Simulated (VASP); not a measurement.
A run of VASP 6.6.1 is set up as follows.

File INCAR:

```
PREC = Accurate
ENCUT = 520
EDIFF = 1E-7
ISMEAR = 0
SIGMA = 0.15
LREAL = F
LASPH = T
NELM = 80
ALGO = Fast
ISIF = 2
LWAVE = F
LCHARG = T
GGA = PE
LELF = T
LVHAR = T
NBANDS = 16
```

Contents of KPOINTS:

```
Automatic mesh
0
Gamma
  24 24 24
  0.5 0.5 0.5
```

The input POSCAR:

```
GaSb
1.0
   -2.8036254936      2.8036254936      1.5386377697
    2.8036254936     -2.8036254936      1.5386377697
    2.8036254936      2.8036254936     -1.5386377697
Ga Sb
1 1
Direct
    0.2500000000      0.7500000000      0.5000000000
    0.0000000000      0.0000000000      0.0000000000
```

Potentials or basis: VASP PAW PBE potentials, release 64 (Ga_d, Sb).

Run with:

```bash
$ cat potpaw_PBE.64/Ga_d/POTCAR potpaw_PBE.64/Sb/POTCAR > POTCAR
$ mpirun -np 1 vasp_std > vasp.out
```

Q: What does it give for the pressure?

A: 0.0 GPa.

Q: Predict the band gap on the k mesh.

A: Zero (bands 9 and 10 overlap by 4.53 eV).

Stress tensor (GPa, compression positive):
```
-0.74  0.00  0.00
 0.00 -0.74  0.00
 0.00  0.00  1.41
```

Caveat: spin-orbit coupling is left out, which moves the levels of the heavy elements.
